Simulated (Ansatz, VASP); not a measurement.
**AlAs3: VASP beside Ansatz**

```
Al As
1.0
     5.63761    0.00000    0.00000
     0.00000    3.79454    3.88009
     0.00000   -3.79454    3.88009
Al As
2 6
Direct
  0.22488 0.06703 0.56703
  0.77512 0.56703 0.06703
  0.71843 0.53850 0.55886
  0.28157 0.55886 0.53850
  0.75892 0.08580 0.58580
  0.71843 0.05886 0.03850
  0.24108 0.58580 0.08580
  0.28157 0.03850 0.05886
```

Change from the starting cell: the structure that the rattled cell fell into.

Alike in both runs: task relaxation of cell and atoms; functional PBE; k mesh 4 × 4 × 4; occupations gaussian, width 0.1 eV; no spin polarisation.

|  | VASP | Ansatz |
| --- | --- | --- |
| version | VASP 6.6.1 | Ansatz 0.2.0 |
| potentials or method | VASP PAW PBE potentials, release 64 (Al, As), cutoff 600 eV | scalar-relativistic, plane waves, PAW |
| valence electrons in the cell | 36 | 96 |

|  | VASP | Ansatz | Ansatz less VASP |
| --- | --- | --- | --- |
| gap on the k mesh at the Fermi level, each at its own relaxed structure (eV) | none | none | - |
| relaxed volume (Å³/atom) | 20.86 | 20.75 | -0.109 |
| relaxed cell length with the largest relative difference (Å) | 5.651 | 5.638 | -0.0135 |

A gap of «none» marks a metal or a gap that the smearing closes. VASP's potentials hold 36 valence electrons a cell and Ansatz's 96, so a difference there can come from the potentials and not from the codes.
